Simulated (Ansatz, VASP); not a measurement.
## One calculation of Mg, two programs

```xyz
2
Lattice="3.1953 0.0000 0.0000 -1.5977 2.7672 0.0000 0.0000 0.0000 5.1879" Properties=species:S:1:pos:R:3 pbc="T T T"
Mg    0.0000    1.8448    1.2970
Mg    1.5977    0.9224    3.8910
```

Alike in both runs: task single point; functional PBE; k mesh 11 × 11 × 6; occupations gaussian, width 0.3 eV; no spin polarisation.

|  | VASP | Ansatz |
| --- | --- | --- |
| version | VASP 6.6.1 | Ansatz 0.2.0 |
| potentials or method | VASP PAW PBE potentials, release 64 (Mg), cutoff 520 eV | plane waves (420 eV) with PAW, scalar-relativistic |
| valence electrons in the cell | 4 | 20 |

VASP gave:

* pressure (GPa): -0.1

**Question.** What did Ansatz give for the same quantities?

**Answer.** Pressure (GPa): 0.0.

The functional is the same, so the differences come from potentials, cutoffs and numerics. VASP's potentials hold 4 valence electrons a cell and Ansatz's 20, so a difference there can come from the potentials and not from the codes.
